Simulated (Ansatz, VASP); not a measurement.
Two plane-wave programs on Ti

```
CELL_PARAMETERS angstrom
-1.64100 1.64100 -1.64100
-1.64100 -1.64100 1.64100
0.00000 6.56400 6.56400
ATOMIC_POSITIONS crystal
Ti 0.00000 0.00000 0.00000
Ti 0.50000 0.50000 0.25000
Ti 0.00000 0.00000 0.50000
Ti 0.50000 0.50000 0.75000
```

Alike in both runs: task single point; functional r2SCAN; k mesh 17 × 17 × 5; occupations gaussian, width 0.15 eV; no spin polarisation.

```csv
,VASP,Ansatz
version,VASP 6.6.1,Ansatz 0.2.0
potentials or method,"VASP PAW PBE potentials, release 64 (Ti_sv), cutoff 520 eV","scalar-relativistic, plane waves, PAW"
valence electrons in the cell,48,48
```

Ansatz gave:

```
gap on the k mesh at the Fermi level (eV) : none
pressure (GPa)                            : -2.8
```

Question: What did VASP give for the same quantities?

Answer: gap on the k mesh at the Fermi level (eV): none; pressure (GPa): -2.4.

VASP's potentials were made for PBE, not for r2SCAN. A gap of «none» marks a metal or a gap that the smearing closes.
